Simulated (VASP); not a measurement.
# Cr: single point with PBE

The system is Cr.

```xyz
1
Lattice="-1.4702 1.4702 1.4702 1.4702 -1.4702 1.4702 1.4702 1.4702 -1.4702" Properties=species:S:1:pos:R:3 pbc="T T T"
Cr    0.0000    0.0000    0.0000
```

This cell differs from its parent crystal: W replaced by Cr, lengths x 0.915, strained.

| Item | Value |
| --- | --- |
| Program | VASP 6.6.1 |
| Task | single point |
| Functional | PBE |
| Potentials or basis | VASP PAW PBE potentials, release 64 (Cr_pv) |
| Cutoff | 520 eV |
| k mesh | 20 × 20 × 20 |
| Occupations | gaussian, width 0.1 eV |
| Spin | no spin polarisation |

```json
{
 "Pressure": "-20.5 GPa",
 "Band gap on the k mesh": "zero (band 6 reaches 11.79 eV, above the bottom of band 7 at 8.86 eV)"
}
```

Levels at points of the mesh, in eV from the Fermi level:
| k point | band 2 | band 3 | band 4 | band 5 | band 6 | band 7 | band 8 | band 9 | band 10 | band 11 |
| --- | --- | --- | --- | --- | --- | --- | --- | --- | --- | --- |
| (0.00, 0.00, 0.00) | -42.86 | -42.86 | -7.50 | -0.81 | -0.81 | -0.81 | 1.01 | 1.01 | 7.05 | 21.54 |
| (0.50, 0.00, 0.00) | -43.07 | -42.86 | -3.98 | -2.16 | 0.91 | 0.99 | 1.29 | 2.46 | 7.04 | 8.83 |
| (0.50, 0.50, 0.50) | -43.32 | -43.32 | -3.76 | -3.76 | 2.12 | 2.12 | 2.12 | 7.04 | 9.78 | 9.78 |

It took 17 s on 1 thread of Intel(R) Xeon(R) 6975P-C (Granite Rapids) (shared host), peak memory 0.15 GiB.

Caveat: the cell differs from its parent crystal (W replaced by Cr, lengths x 0.915, strained); the run has no spin polarisation, though such a crystal can be magnetic. Spin polarisation is off, so any magnetic state and its effect on volume and gap are missing.
